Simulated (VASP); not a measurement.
# SbBr2 (R-3m) in VASP: further runs

SbBr2 is run at these levels: PBE; tasks: single point, relaxation of cell and atoms.

All numbers are computed with VASP 6.6.1; they aren't measurements. Logs are shortened: lines on timing, memory, paths and dates and some standing lists are left out, and cuts for length are marked.

## 1. The cell of the first run

Symmetry: R-3m, No. 166, trigonal system. Conventional cell: a = 4.626 Å, b = 4.626 Å, c = 18.911 Å, α = 90.00°, β = 90.00°, γ = 120.00°. Within 3.9 Å of Sb (site symmetry -3m) lie 6 Br at 2.98 Å. Within 3.9 Å of Br (site symmetry 3m) lie 3 Sb at 2.98 Å and 3 Br at 3.77 Å.

## 2. Single point, PBE

INCAR

```
SYSTEM = SbBr2
PREC = Accurate
ENCUT = 520
EDIFF = 1E-6
ISMEAR = 0
SIGMA = 0.1
LREAL = .FALSE.
LASPH = .TRUE.
NELM = 100
ALGO = Normal
ISIF = 2
LWAVE = .FALSE.
LCHARG = .FALSE.
GGA = PE
NBANDS = 16
```

KPOINTS

```
Automatic mesh
0
G
  6 6 6
  0 0 0
```

POSCAR

```
SbBr2
1.0
    2.3127860183      1.3352876303      6.3038045417
   -2.3127860183      1.3352876303      6.3038045417
    0.0000000000     -2.6705752604      6.3038045417
Sb Br
1 2
Direct
    0.0000000000      0.0000000000      0.0000000000
    0.7371432452      0.7371432452      0.7371432452
    0.2628567548      0.2628567548      0.2628567548
```

Potentials or basis: VASP PAW PBE potentials, release 64 (Sb, Br).

Command:

```console
> cat potpaw_PBE.64/Sb/POTCAR potpaw_PBE.64/Br/POTCAR > POTCAR
> mpirun -np 1 vasp_std > vasp.out
```

OUTCAR:

```text
SYSTEM = SbBr2
   PREC = Accurate
   ENCUT = 520
   EDIFF = 1E-6
   ISMEAR = 0
   LREAL = .FALSE.
   LASPH = .TRUE.
   NELM = 100
   ISIF = 2
   GGA = PE

 ion  position               nearest neighbor table
   1  0.000  0.000  0.000-   2 2.98   3 2.98   2 2.98   2 2.98   3 2.98   3 2.98
   2  0.737  0.737  0.737-   1 2.98   1 2.98   1 2.98
   3  0.263  0.263  0.263-   1 2.98   1 2.98   1 2.98

  LATTYP: Found a trigonal (rhomboedric) cell.
 ALAT       =     6.8461612545
 COS(alpha) =     0.7717521720

  Lattice vectors:

 A1 = (   2.3127860183,   1.3352876303,   6.3038045417)
 A2 = (  -2.3127860183,   1.3352876303,   6.3038045417)
 A3 = (   0.0000000000,  -2.6705752604,   6.3038045417)

Analysis of symmetry for initial positions (statically):
=====================================================================
 Subroutine PRICEL returns:
 Original cell was already a primitive cell.

 Routine SETGRP: Setting up the symmetry group for a
 trigonal (rhombohedral) supercell.

 Subroutine GETGRP returns: Found 12 space group operations
 (whereof 12 operations were pure point group operations)
 out of a pool of 12 trial point group operations.

The static configuration has the point symmetry D_3d.

Analysis of symmetry for dynamics (positions and initial velocities):
=====================================================================
 Subroutine PRICEL returns:
 Original cell was already a primitive cell.

 Routine SETGRP: Setting up the symmetry group for a
 trigonal (rhombohedral) supercell.

 Subroutine GETGRP returns: Found 12 space group operations
 (whereof 12 operations were pure point group operations)
 out of a pool of 12 trial point group operations.

The dynamic configuration has the point symmetry D_3d.

 Subroutine INISYM returns: Found 12 space group operations
 (whereof 12 operations are pure point group operations),
 and found     1 'primitive' translations

----------------------------------------------------------------------------------------

                                     Primitive cell

  volume of cell :     116.8058

  direct lattice vectors                    reciprocal lattice vectors
     2.312786018  1.335287630  6.303804542     0.216189477  0.124817053  0.052878120
    -2.312786018  1.335287630  6.303804542    -0.216189477  0.124817053  0.052878120
     0.000000000 -2.670575260  6.303804542     0.000000000 -0.249634106  0.052878120

  length of vectors
     6.846161254  6.846161254  6.846161254     0.255173044  0.255173044  0.255173044

  position of ions in fractional coordinates (direct lattice)
     0.000000000  0.000000000  0.000000000
     0.737143245  0.737143245  0.737143245
     0.262856755  0.262856755  0.262856755

  ion indices of the primitive-cell ions
   primitive index   ion index
                 1           1
                 2           2
                 3           3

----------------------------------------------------------------------------------------

 KPOINTS: Automatic mesh

Automatic generation of k-mesh.
 Grid dimensions read from file:
 generate k-points for:    6    6    6

 Generating k-lattice:

  Cartesian coordinates                     Fractional coordinates (reciprocal lattice)
     0.036031580  0.020802842  0.008813020     0.166666667 -0.000000000 -0.000000000
    -0.036031580  0.020802842  0.008813020    -0.000000000  0.166666667 -0.000000000
     0.000000000 -0.041605684  0.008813020    -0.000000000 -0.000000000  0.166666667

  Length of vectors
     0.042528841  0.042528841  0.042528841

  Shift w.r.t. Gamma in fractional coordinates (k-lattice)
     0.000000000  0.000000000  0.000000000

 Subroutine IBZKPT returns following result:
 ===========================================

 Found     32 irreducible k-points:

 Following reciprocal coordinates:
            Coordinates               Weight
  0.000000  0.000000  0.000000      1.000000
  0.166667 -0.000000  0.000000      6.000000
  0.333333 -0.000000  0.000000      6.000000
  0.500000  0.000000  0.000000      3.000000
  0.166667  0.166667  0.000000      6.000000
  0.333333  0.166667  0.000000     12.000000
[... 16 lines left out ...]
  0.500000  0.500000  0.166667      6.000000
 -0.333333  0.500000  0.166667     12.000000
 [... further k-points ...]
   k-points           NKPTS =     32   k-points in BZ     NKDIM =     32   number of bands    NBANDS=     16
   number of dos      NEDOS =    301   number of ions     NIONS =      3
   total plane-waves  NPLWV = 157464
   dimension x,y,z NGX =    54 NGY =   54 NGZ =   54
   dimension x,y,z NGXF=   108 NGYF=  108 NGZF=  108
   ions per type =               1   2
   NGX,Y,Z   is equivalent  to a cutoff of  13.11, 13.11, 13.11 a.u.
   NGXF,Y,Z  is equivalent  to a cutoff of  26.23, 26.23, 26.23 a.u.
 SYSTEM =  SbBr2
   PREC   = accura    normal or accurate (medium, high low for compatibility)
   ISTART =      0    job   : 0-new  1-cont  2-samecut
   ICHARG =      2    charge: 1-file 2-atom 10-const
   ISPIN  =      1    spin polarized calculation?
   LNONCOLLINEAR =      F non collinear calculations
   LSORBIT =      F    spin-orbit coupling
   LASPH  =      T    aspherical Exc in radial PAW
   ENCUT  =  520.0 eV  38.22 Ry    6.18 a.u.  12.73 12.73 12.73*2*pi/ulx,y,z
   NELM   =    100;   NELMIN=  2; NELMDL= -5     # of ELM steps
   EDIFF  = 0.1E-05   stopping-criterion for ELM
   LREAL  =      F    real-space projection
   EDIFFG = 0.1E-04   stopping-criterion for IOM
   NSW    =      0    number of steps for IOM
   IBRION =     -1    ionic relax: 0-MD 1-quasi-New 2-CG
   NFREE  =      0    steps in history (QN), initial steepest desc. (CG)
   ISIF   =      2    stress and relaxation
   ISYM   =      2    0-nonsym 1-usesym 2-fastsym
   POTIM  = 0.5000    time-step for ionic-motion
   TEBEG  =    0.0;   TEEND  =   0.0 temperature during run
   PSTRESS=    0.0 pullay stress
   NELECT =      19.0000    total number of electrons
   NUPDOWN=      -1.0000    fix difference up-down
   EMIN   =  10.00;   EMAX   =-10.00  energy-range for DOS
   EFERMI =   0.00;   METHOD = LEGACY
   ISMEAR =     0;   SIGMA  =   0.10  broadening in eV -4-tet -1-fermi 0-gaus
   EFERMI_NEDOS =   21; number of points for ismear=-14 and -15
   IALGO  =     38    algorithm
   IMIX   =      4    mixing-type and parameters
     AMIX     =   0.40;   BMIX     =  1.00
     AMIX_MAG =   1.60;   BMIX_MAG =  1.00
  volume/ion in A,a.u.               =      38.94       262.75
  Fermi-wavevector in a.u.,A,eV,Ry     =   0.893658  1.688768 10.865944  0.798624
  Thomas-Fermi vector in A             =   2.015763
   LORBIT       =      0    0 simple, 1 ext, 2 COOP (PROOUT), +10 PAW based schemes
   GGA     = PE    functional components
   LHFCALC =     F    Hartree Fock is set to
   AEXX    =    0.0000 exact exchange contribution
   IVDW    =     0    specifies the selected vdW correction
   LEPSILON=     F    determine dielectric tensor
   LRPA    =     F    only Hartree local field effects (RPA)
 non-spin polarized calculation
 Gauss-broadening in eV      SIGMA  =   0.10
  energy-cutoff  :      520.00
  volume of cell :      116.81
 maximum number of plane-waves:      3182
 NGX is ok and might be reduce to    54
   NGX = 25   NGY = 25   NGZ = 25

 number of electron      18.9999999 magnetization

 Free energy of the ion-electron system (eV)
  ---------------------------------------------------
  ext. energy  EPLUGINS =         0.00000000
  ---------------------------------------------------
  free energy    TOTEN  =        -8.16803767 eV

  energy without entropy =       -8.15499921  energy(sigma->0) =       -8.16151844

 E-fermi :   2.3555     XC(G=0):  -7.4768

 val. band max:        2.3362792602   @ k =  -0.1667   0.1667   0.0000
 cond. band min:       2.4494184166   @ k =  -0.3333   0.1667   0.1667
 fundamental gap:      0.1131391564
 Fermi energy:         2.3554878706

 k-point     1 :       0.0000    0.0000    0.0000
  band No.  band energies     occupation
      1     -13.9984      2.00000
      2     -13.3298      2.00000
      3      -6.7702      2.00000
      4      -1.8668      2.00000
      5      -1.8668      2.00000
      6      -1.6685      2.00000
[... 8 lines left out ...]
     15       7.9935      0.00000
     16       9.8024      0.00000

 k-point     2 :       0.1667   -0.0000    0.0000
  band No.  band energies     occupation
      1     -13.9160      2.00000
      2     -13.3317      2.00000
      3      -7.0041      2.00000
      4      -2.5088      2.00000
      5      -2.3108      2.00000
      6      -1.8046      2.00000
[... 8 lines left out ...]
     15       8.3118      0.00000
     16       9.3854      0.00000

 k-point     3 :       0.3333   -0.0000    0.0000
  band No.  band energies     occupation
      1     -13.7171      2.00000
      2     -13.3606      2.00000
      3      -7.4701      2.00000
      4      -3.0157      2.00000
      5      -2.7418      2.00000
      6      -1.8761      2.00000
[... 8 lines left out ...]
     15       8.5395      0.00000
     16       9.1671      0.00000

 k-point     4 :       0.5000    0.0000    0.0000
  band No.  band energies     occupation
      1     -13.5624      2.00000
      2     -13.4252      2.00000
      3      -7.7010      2.00000
      4      -3.1941      2.00000
      5      -2.9036      2.00000
      6      -1.7779      2.00000
[... 8 lines left out ...]
     15       8.1406      0.00000
     16      10.2180      0.00000
[... 324 lines left out ...]
 k-point    22 :      -0.1667    0.3333    0.1667
  band No.  band energies     occupation
      1     -13.5910      2.00000
      2     -13.3935      2.00000
      3      -7.7057      2.00000
      4      -3.1947      2.00000
      5      -3.0251      2.00000
      6      -1.9980      2.00000
[... 8 lines left out ...]
     15       8.3934      0.00000
     16       9.3959      0.00000

 k-point    23 :       0.5000    0.5000    0.1667
  band No.  band energies     occupation
      1     -13.7019      2.00000
      2     -13.3754      2.00000
      3      -7.4913      2.00000
      4      -3.1304      2.00000
      5      -2.7931      2.00000
      6      -1.5360      2.00000
[... 8 lines left out ...]
     15       8.6317      0.00000
     16       9.2703      0.00000

 k-point    24 :      -0.3333    0.5000    0.1667
  band No.  band energies     occupation
      1     -13.5789      2.00000
      2     -13.4051      2.00000
      3      -7.7184      2.00000
      4      -3.2734      2.00000
      5      -2.9771      2.00000
      6      -1.9248      2.00000
[... 8 lines left out ...]
     15       8.4585      0.00000
     16       9.3549      0.00000

 [... further k-points ...]

------------------------ aborting loop because EDIFF is reached ----------------------------------------

  FORCE on cell =-STRESS in cart. coord.  units (eV):
  Direction    XX          YY          ZZ          XY          YZ          ZX
  --------------------------------------------------------------------------------------
  -------------------------------------------------------------------------------------
  Total        0.0608084      0.0608084      0.0572189      0.0000000      0.0000000      0.0000000
  in kB        0.8340839      0.8340839      0.7848489      0.0000000      0.0000000      0.0000000
  external PRESSURE =       0.8176722 kB  Pullay stress =       0.0000000 kB

 VOLUME and BASIS-vectors are now :
 -----------------------------------------------------------------------------
  energy-cutoff  :      520.00
  volume of cell :      116.81
      direct lattice vectors                 reciprocal lattice vectors
     2.312786018  1.335287630  6.303804542     0.216189477  0.124817053  0.052878120
    -2.312786018  1.335287630  6.303804542    -0.216189477  0.124817053  0.052878120
     0.000000000 -2.670575260  6.303804542     0.000000000 -0.249634106  0.052878120

 POSITION                                       TOTAL-FORCE (eV/Angst)
 -----------------------------------------------------------------------------------
      0.00000      0.00000      0.00000         0.000000      0.000000      0.000000
      0.00000      0.00000     13.94042         0.000000      0.000000      0.018077
      0.00000      0.00000      4.97099         0.000000     -0.000000     -0.018077
 -----------------------------------------------------------------------------------
    total drift:                               -0.000000      0.000000     -0.000000

  FREE ENERGIE OF THE ION-ELECTRON SYSTEM (eV)
  ---------------------------------------------------
  free  energy   TOTEN  =        -8.1680376683 eV

  energy  without entropy=       -8.1549992109  energy(sigma->0) =       -8.16151844
```

Wall time 2.9 min (1 thread of Intel Xeon Platinum 8488C (Sapphire Rapids), shared host); peak memory 0.41 GiB.

Results:

| Property | Result |
| --- | --- |
| Free energy | -8.1680 eV |
| Pressure | 0.1 GPa |
| Largest force | 0.018 eV/Å |
| Band gap on the k mesh | zero (an odd number of electrons rules out a gap without spin polarisation) |

Forces on the atoms (eV/Å):
```
Sb   0.000  0.000  0.000
Br   0.000  0.000  0.018
Br   0.000  0.000 -0.018
```

Levels at points of the mesh, in eV from the Fermi level:
| k point | band 8 | band 9 | band 10 | band 11 | band 12 | band 13 |
| --- | --- | --- | --- | --- | --- | --- |
| (0.00, 0.00, 0.00) | -3.75 | -2.91 | -1.09 | 0.27 | 0.27 | 4.08 |
| (0.50, 0.00, 0.00) | -3.57 | -2.78 | 0.14 | 1.60 | 2.05 | 5.19 |
| (0.50, 0.50, 0.00) | -3.49 | -2.71 | -0.09 | 1.50 | 2.01 | 4.55 |
| (0.50, 0.50, 0.50) | -3.49 | -3.20 | -1.04 | 0.30 | 0.30 | 5.57 |

Caveat: spin-orbit coupling is left out, which moves the levels of the heavy elements; an odd number of electrons without spin polarisation forces a metal; a magnetic or distorted state may lie lower.

[end of part 1 of 2]

The gap in the log of VASP goes by the Fermi energy; the results here count the filled bands.